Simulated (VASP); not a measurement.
A run of VASP 6.6.1:

Contents of INCAR:

```
PREC = Accurate ; ENCUT = 400
EDIFF = 1E-6 ; ISMEAR = 0
SIGMA = 0.1 ; LREAL = False
LASPH = True ; NELM = 120
ALGO = Normal ; ISIF = 2
LWAVE = False ; LCHARG = False
GGA = PE ; NBANDS = 12
GGA_COMPAT = False
```

KPOINTS

```
Automatic mesh
0
Gamma
  10 10 10
```

POSCAR

```
Sc
1.0
    0.0000000000      3.1563880400      3.1563880400
    3.1563880400      0.0000000000      3.1563880400
    3.1563880400      3.1563880400      0.0000000000
Sc
1
Direct
    0.0000000000      0.0000000000      0.0000000000
```

Potentials or basis: VASP PAW PBE potentials, release 64 (Sc_sv).

The run is started by

```console
$ cat potpaw_PBE.64/Sc_sv/POTCAR > POTCAR
$ mpirun -np 1 vasp_std > vasp.out
```

Hardware: 1 thread of AMD EPYC 7R13 Processor (Zen 3), with other jobs on the host.

Question: How long does it take, and how much memory?

Answer: Wall time 16 s on 1 thread of AMD EPYC 7R13 Processor (Zen 3), on a shared host, peak memory 0.14 GiB. Counts: scf iterations 12, k points 47.
